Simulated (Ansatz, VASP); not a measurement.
MgI2: VASP beside Ansatz

```
CELL_PARAMETERS angstrom
4.17715 0.00000 0.00000
-2.08857 3.61752 0.00000
0.00000 0.00000 6.90073
ATOMIC_POSITIONS crystal
Mg 0.00000 0.00000 0.00000
I 0.33330 0.66670 0.75763
I 0.66670 0.33330 0.24237
```

Alike in both runs: task single point; functional PBE; k mesh 7 × 7 × 4; occupations fermi-dirac, width 0.0324 eV; no spin polarisation.

|  | VASP | Ansatz |
| --- | --- | --- |
| version | VASP 6.6.1 | Ansatz 0.2.0 |
| potentials or method | VASP PAW PBE potentials, release 64 (Mg, I), cutoff 520 eV | PAW plane waves |
| valence electrons in the cell | 16 | 44 |

```tsv
	VASP	Ansatz	Ansatz less VASP
gap on the k mesh at the Fermi level (eV)	3.50	3.52	+0.020
pressure (GPa)	0.7	0.7	+0.06
traceless stress, the component that is largest in VASP (GPa)	0.19	0.19	-0.007
rms of the force components (eV/Å)	0.024	0.019	-0.0047
```

Atom by atom the forces differ by 0.005 eV/Å (rms over components). With one functional, cell and mesh, what is left measures potentials, basis and numerics. VASP's potentials hold 16 valence electrons a cell and Ansatz's 44, so a difference there can come from the potentials and not from the codes. Ansatz's warnings: structure snapped to symmetry.

Spin-orbit coupling is off throughout.
